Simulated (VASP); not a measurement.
Input of a VASP 6.6.1 run:

File INCAR:

```
SYSTEM = Sc
  PREC = Accurate
  ENCUT = 600
  EDIFF = 1E-6
  ISMEAR = 0
  SIGMA = 0.1
  LREAL = .FALSE.
  LASPH = .TRUE.
  NELM = 80
  ALGO = Fast
  ISIF = 3
  LWAVE = .FALSE.
  LCHARG = .FALSE.
  GGA = PS
  IBRION = 2
  NSW = 100
  EDIFFG = -0.01
```

The input KPOINTS:

```
Automatic mesh
0
G
  16 16 16
  0 0 0
```

File POSCAR:

```
Sc
1.0
    0.0000000000      3.1274854325      3.1274854325
    3.1274854325      0.0000000000      3.1274854325
    3.1274854325      3.1274854325      0.0000000000
Sc
2
Direct
    0.5000000000      0.5000000000      0.5000000000
    0.7500000000      0.7500000000      0.7500000000
```

Potentials or basis: VASP PAW PBE potentials, release 64 (Sc_sv).

Command:

```bash
$ cat potpaw_PBE.64/Sc_sv/POTCAR > POTCAR
$ mpirun -np 1 vasp_std > vasp.out
```

Task: What does it give for the space group after relaxing (to 0.1 Å)?

Result: Fd-3m (No. 227).

Task: What does it give for the band gap on the k mesh?

Result: Zero (bands 11 and 12 overlap by 0.68 eV).

Task: What does it give for the relaxed volume?

Result: 30.64 Å³/atom.

Final structure:
```
Sc
1.0
     0.00000    3.12910    3.12910
     3.12910    0.00000    3.12910
     3.12910    3.12910    0.00000
Sc
2
Direct
  0.50000 0.50000 0.50000
  0.75000 0.75000 0.75000
```

Caveat: the PAW data sets were made with another functional, which shifts forces and pressure a little.
